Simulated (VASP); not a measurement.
# Ir (Fm-3m) in VASP: further runs

Ir is run at these levels: PBE; tasks: single point, relaxation of cell and atoms.

Everything below comes from runs of VASP 6.6.1. Logs are shortened: lines on timing, memory, paths and dates and some standing lists are left out, and cuts for length are marked.

### 1 The cell of the first run

It takes space group Fm-3m (No. 225, cubic). The conventional cell has a = 3.871 Å, b = 3.871 Å, c = 3.871 Å, α = 90.00°, β = 90.00°, γ = 90.00°. Ir (site symmetry m-3m) has 12 Ir at 2.74 Å within 3.6 Å.

### 2 Single point, PBE

The input, INCAR:

```
SYSTEM = Ir
  PREC = Accurate
  ENCUT = 520
  EDIFF = 1E-6
  ISMEAR = 0
  SIGMA = 0.1
  LREAL = .FALSE.
  LASPH = .TRUE.
  NELM = 80
  ALGO = Normal
  ISIF = 2
  LWAVE = .FALSE.
  LCHARG = .FALSE.
  GGA = PE
  NBANDS = 10
```

The input, KPOINTS:

```
regular mesh
0
G
  18 18 18
  0 0 0
```

The input, POSCAR:

```
Ir
1.0
    0.0000000000      1.9353304713      1.9353304713
    1.9353304713      0.0000000000      1.9353304713
    1.9353304713      1.9353304713      0.0000000000
Ir
1
Direct
    0.0000000000      0.0000000000      0.0000000000
```

Potentials or basis: VASP PAW PBE potentials, release 64 (Ir).

Run with:

```sh
cat potpaw_PBE.64/Ir/POTCAR > POTCAR
mpirun -np 1 vasp_std > vasp.out
```

OUTCAR:

```text
SYSTEM = Ir
   PREC = Accurate
   ENCUT = 520
   EDIFF = 1E-6
   ISMEAR = 0
   LREAL = .FALSE.
   LASPH = .TRUE.
   NELM = 80
   ISIF = 2
   GGA = PE

 ion  position               nearest neighbor table
   1  0.000  0.000  0.000-

  LATTYP: Found a face centered cubic cell.
 ALAT       =     3.8706609426

  Lattice vectors:

 A1 = (   0.0000000000,   1.9353304713,   1.9353304713)
 A2 = (   1.9353304713,   0.0000000000,   1.9353304713)
 A3 = (   1.9353304713,   1.9353304713,   0.0000000000)

Analysis of symmetry for initial positions (statically):
=====================================================================
 Subroutine PRICEL returns:
 Original cell was already a primitive cell.

 Routine SETGRP: Setting up the symmetry group for a
 face centered cubic supercell.

 Subroutine GETGRP returns: Found 48 space group operations
[... 9 lines left out ...]

 Routine SETGRP: Setting up the symmetry group for a
 face centered cubic supercell.

 Subroutine GETGRP returns: Found 48 space group operations
[... 11 lines left out ...]
                                     Primitive cell

  volume of cell :      14.4976

  direct lattice vectors                    reciprocal lattice vectors
     0.000000000  1.935330471  1.935330471    -0.258353810  0.258353810  0.258353810
     1.935330471  0.000000000  1.935330471     0.258353810 -0.258353810  0.258353810
     1.935330471  1.935330471  0.000000000     0.258353810  0.258353810 -0.258353810

  length of vectors
     2.736970600  2.736970600  2.736970600     0.447481924  0.447481924  0.447481924

  position of ions in fractional coordinates (direct lattice)
     0.000000000  0.000000000  0.000000000

  ion indices of the primitive-cell ions
   primitive index   ion index
                 1           1

----------------------------------------------------------------------------------------

 KPOINTS: regular mesh

Automatic generation of k-mesh.
 Grid dimensions read from file:
 generate k-points for:   18   18   18

 Generating k-lattice:

  Cartesian coordinates                     Fractional coordinates (reciprocal lattice)
    -0.014352989  0.014352989  0.014352989     0.055555556  0.000000000  0.000000000
     0.014352989 -0.014352989  0.014352989     0.000000000  0.055555556  0.000000000
     0.014352989  0.014352989 -0.014352989     0.000000000  0.000000000  0.055555556

  Length of vectors
[... 50 lines left out ...]
   LNONCOLLINEAR =      F non collinear calculations
   LSORBIT =      F    spin-orbit coupling
   LASPH  =      T    aspherical Exc in radial PAW
   ENCUT  =  520.0 eV  38.22 Ry    6.18 a.u.   5.09  5.09  5.09*2*pi/ulx,y,z
   NELM   =     80;   NELMIN=  2; NELMDL= -5     # of ELM steps
   EDIFF  = 0.1E-05   stopping-criterion for ELM
   LREAL  =      F    real-space projection
   EDIFFG = 0.1E-04   stopping-criterion for IOM
   NSW    =      0    number of steps for IOM
   IBRION =     -1    ionic relax: 0-MD 1-quasi-New 2-CG
   NFREE  =      0    steps in history (QN), initial steepest desc. (CG)
   ISIF   =      2    stress and relaxation
   ISYM   =      2    0-nonsym 1-usesym 2-fastsym
   POTIM  = 0.5000    time-step for ionic-motion
   TEBEG  =    0.0;   TEEND  =   0.0 temperature during run
   PSTRESS=    0.0 pullay stress
   NELECT =       9.0000    total number of electrons
   NUPDOWN=      -1.0000    fix difference up-down
   EMIN   =  10.00;   EMAX   =-10.00  energy-range for DOS
   EFERMI =   0.00;   METHOD = LEGACY
   ISMEAR =     0;   SIGMA  =   0.10  broadening in eV -4-tet -1-fermi 0-gaus
   EFERMI_NEDOS =   21; number of points for ismear=-14 and -15
   IALGO  =     38    algorithm
   IMIX   =      4    mixing-type and parameters
     AMIX     =   0.40;   BMIX     =  1.00
     AMIX_MAG =   1.60;   BMIX_MAG =  1.00
  volume/ion in A,a.u.               =      14.50        97.83
  Fermi-wavevector in a.u.,A,eV,Ry     =   1.396552  2.639101 26.536236  1.950358
  Thomas-Fermi vector in A             =   2.519895
   LORBIT       =      0    0 simple, 1 ext, 2 COOP (PROOUT), +10 PAW based schemes
   GGA     = PE    functional components
   LHFCALC =     F    Hartree Fock is set to
   AEXX    =    0.0000 exact exchange contribution
   IVDW    =     0    specifies the selected vdW correction
   LEPSILON=     F    determine dielectric tensor
   LRPA    =     F    only Hartree local field effects (RPA)
 non-spin polarized calculation
 Gauss-broadening in eV      SIGMA  =   0.10
  energy-cutoff  :      520.00
  volume of cell :       14.50
 maximum number of plane-waves:       397
   NGX = 11   NGY = 11   NGZ = 11

 number of electron       9.0000000 magnetization

 Free energy of the ion-electron system (eV)
  ---------------------------------------------------
  ext. energy  EPLUGINS =         0.00000000
  ---------------------------------------------------
  free energy    TOTEN  =        -8.85376199 eV

  energy without entropy =       -8.84839994  energy(sigma->0) =       -8.85108096

 E-fermi :  10.0169     XC(G=0): -13.8427

 val. band max:       10.0142013198   @ k =   0.5000   0.2222   0.1111
 cond. band min:      10.0213701212   @ k =   0.3333   0.1111   0.0556
 fundamental gap:      0.0071688014
 Fermi energy:        10.0169291183

 k-point     1 :       0.0000    0.0000    0.0000
  band No.  band energies     occupation
      1      -0.8711      2.00000
      2       6.2433      2.00000
      3       6.2433      2.00000
      4       6.2433      2.00000
      5       8.8289      2.00000
      6       8.8289      2.00000
      7      24.3578      0.00000
      8      29.7987      0.00000
      9      29.7987      0.00000
     10      29.7987      0.00000
[... 287 lines left out ...]
 k-point    24 :      -0.2222    0.0556    0.0000
  band No.  band energies     occupation
      1       1.3009      2.00000
      2       5.5986      2.00000
      3       6.6846      2.00000
      4       6.7737      2.00000
      5       8.5580      2.00000
      6       9.3823      2.00000
      7      24.0409      0.00000
      8      26.8149      0.00000
      9      31.7727      0.00000
     10      33.0107      0.00000

 [... further k-points ...]
[... 5 lines left out ...]
  --------------------------------------------------------------------------------------
  -------------------------------------------------------------------------------------
  Total        0.0433105      0.0433105      0.0433105     -0.0000000      0.0000000     -0.0000000
  in kB        4.7863883      4.7863883      4.7863883     -0.0000000      0.0000000     -0.0000000
  external PRESSURE =       4.7863883 kB  Pullay stress =       0.0000000 kB

 VOLUME and BASIS-vectors are now :
 -----------------------------------------------------------------------------
  energy-cutoff  :      520.00
  volume of cell :       14.50
      direct lattice vectors                 reciprocal lattice vectors
     0.000000000  1.935330471  1.935330471    -0.258353810  0.258353810  0.258353810
     1.935330471  0.000000000  1.935330471     0.258353810 -0.258353810  0.258353810
     1.935330471  1.935330471  0.000000000     0.258353810  0.258353810 -0.258353810

 POSITION                                       TOTAL-FORCE (eV/Angst)
 -----------------------------------------------------------------------------------
      0.00000      0.00000      0.00000         0.000000      0.000000      0.000000
 -----------------------------------------------------------------------------------
    total drift:                                0.000000      0.000000      0.000000

  FREE ENERGIE OF THE ION-ELECTRON SYSTEM (eV)
  ---------------------------------------------------
  free  energy   TOTEN  =        -8.8537619910 eV

  energy  without entropy=       -8.8483999376  energy(sigma->0) =       -8.85108096
```

stdout:

```text
POSCAR found type information on POSCAR Ir
 POSCAR found :  1 types and       1 ions
 scaLAPACK will be used
 LDA part: xc-table for (Slater+PW92), standard interpolation
 POSCAR, INCAR and KPOINTS ok, starting setup
 FFT: planning ... GRIDC
 FFT: planning ... GRID_SOFT
 FFT: planning ... GRID
 WAVECAR not read
 entering main loop
```

It took 17 s on 1 thread of Intel Xeon Platinum 8259CL at 2.50GHz (Skylake/Cascade Lake), shared host; peak memory 0.15 GiB.

What came out:

- Free energy: -8.8538 eV
- Pressure: 0.5 GPa

Levels at points of the mesh, in eV from the Fermi level:
| k point | band 1 | band 2 | band 3 | band 4 | band 5 | band 6 | band 7 | band 8 | band 9 |
| --- | --- | --- | --- | --- | --- | --- | --- | --- | --- |
| (0.00, 0.00, 0.00) | -10.89 | -3.77 | -3.77 | -3.77 | -1.19 | -1.19 | 14.34 | 19.78 | 19.78 |
| (0.50, 0.00, 0.00) | -7.87 | -3.87 | -3.87 | -0.73 | 0.82 | 0.82 | 6.99 | 13.88 | 19.55 |
| (0.50, 0.50, 0.00) | -7.66 | -7.11 | 0.79 | 1.38 | 1.38 | 1.67 | 10.15 | 11.56 | 11.56 |

Caveat: spin-orbit coupling is left out, which moves the levels of the heavy elements.

### 3 Relaxation of cell and atoms, PBE

This run uses another cell than the first one, of 14.56 Å³/atom, 1.004 times its volume.

The input, INCAR:

```
SYSTEM = Ir
PREC = Accurate
ENCUT = 600
EDIFF = 1E-6
ISMEAR = 0
SIGMA = 0.1
LREAL = .FALSE.
LASPH = .TRUE.
NELM = 80
ALGO = Normal
ISIF = 3
LWAVE = .FALSE.
LCHARG = .FALSE.
GGA = PE
IBRION = 2
NSW = 100
EDIFFG = -0.005
```

The input, KPOINTS:

```
Automatic mesh
0
G
  18 18 18
  0 0 0
```

The input, POSCAR:

```
Ir
1.0
    0.0000000000      1.9380596429      1.9380596429
    1.9380596429      0.0000000000      1.9380596429
    1.9380596429      1.9380596429      0.0000000000
Ir
1
Direct
    0.0000000000      0.0000000000      0.0000000000
```

Potentials or basis: VASP PAW PBE potentials, release 64 (Ir).

Run with:

```sh
cat potpaw_PBE.64/Ir/POTCAR > POTCAR
mpirun -np 1 vasp_std > vasp.out
```

Wall time 32 s (1 thread of Intel Xeon Platinum 8259CL at 2.50GHz (Skylake/Cascade Lake), shared host); peak memory 0.17 GiB.

It converged, with:

```
Free energy                            : -8.8540 eV
Relaxed volume                         : 14.52 Å³/atom
Relaxed cell                           : a = 2.738 Å, b = 2.738 Å, c = 2.738 Å, α = 60.00°, β = 60.00°, γ = 60.00°
Space group after relaxing (to 0.05 Å) : Fm-3m (No. 225)
Energy gained by relaxing              : 0.1 meV/atom
Ionic steps                            : 3
Pressure after relaxing                : 0.0 GPa
```

The path:
```
step  energy change (eV)  largest force (eV/Å)  pressure (GPa)  volume (Å³)
   1              0.0000                0.0000           -0.90        14.56
   2              0.0012                0.0000            3.29        14.39
   3             -0.0001                0.0000            0.03        14.52
```

Final structure:
```xyz
1
Lattice="0.0000 1.9364 1.9364 1.9364 0.0000 1.9364 1.9364 1.9364 0.0000" Properties=species:S:1:pos:R:3 pbc="T T T"
Ir    0.0000    0.0000    0.0000
```

Levels at points of the mesh, in eV from the Fermi level:
```tsv
k point	band 1	band 2	band 3	band 4	band 5	band 6	band 7	band 8
(0.00, 0.00, 0.00)	-10.87	-3.76	-3.76	-3.76	-1.19	-1.19	14.34	19.78
(0.50, 0.00, 0.00)	-7.86	-3.86	-3.86	-0.72	0.82	0.82	6.97	13.88
(0.50, 0.50, 0.00)	-7.65	-7.09	0.79	1.37	1.37	1.67	10.13	11.56
```

Caveat: spin-orbit coupling is left out, which moves the levels of the heavy elements.

### 4 Single point, PBE

The input, INCAR:

```
SYSTEM = Ir
ALGO = Fast ; EDIFF = 1E-6
ENCUT = 520 ; GGA = PE
ISIF = 2 ; ISMEAR = 0
LASPH = .True. ; LCHARG = .True.
LELF = .True. ; LREAL = .False.
LVHAR = .True. ; LWAVE = .False.
NBANDS = 10 ; NELM = 100
PREC = Accurate ; SIGMA = 0.1
```

The input, KPOINTS:

```
k-points
0
Gamma
  15 15 15
  0 0 0
```

The input, POSCAR:

```
Ir
1.0
    2.7369706002      0.0000000000      0.0000000000
   -1.3684853001      2.3702860692      0.0000000000
    1.3684853001      0.7900953564      2.2347271372
Ir
1
Direct
    0.0000000000      0.0000000000      0.0000000000
```

Run with:

```sh
cat potpaw_PBE.64/Ir/POTCAR > POTCAR
mpirun -np 1 vasp_std > vasp.out
```

Run time: 45 s. Hardware: 1 thread of AMD EPYC 7R13, shared host; peak memory 0.11 GiB.

The run converged. Its results:

```yaml
Free_energy: -8.8577 eV
Pressure: 0.3 GPa
```

Levels at points of the mesh, in eV from the Fermi level:
| k point | band 1 | band 2 | band 3 | band 4 | band 5 | band 6 | band 7 | band 8 | band 9 |
| --- | --- | --- | --- | --- | --- | --- | --- | --- | --- |
| (0.00, 0.00, 0.00) | -10.91 | -3.79 | -3.79 | -3.79 | -1.21 | -1.21 | 14.32 | 19.76 | 19.76 |

Caveat: spin-orbit coupling is left out, which moves the levels of the heavy elements.

### 5 The runs side by side

```tsv
task	cell	k mesh	cutoff (eV)	gap on the mesh (eV)	pressure (GPa)
single point	a = 2.737 Å, angles 60.0°, 1 atom	18 × 18 × 18	520	none	0.5
relaxation of cell and atoms	relaxed from a = 2.741 Å, angles 60.0°, 1 atom	18 × 18 × 18	600	none	0.0
single point	a = 2.737 Å, angles 90.0, 60.0, 120.0°, 1 atom	15 × 15 × 15	520	none	0.3
```

Alike in all rows: level PBE; potentials or basis VASP PAW PBE potentials, release 64 (Ir); no spin polarisation; smearing gaussian 0.1 eV.

Caveats: spin-orbit coupling is left out, which moves the levels of the heavy elements.

Absolute energies hang on the potentials; compare differences alone.
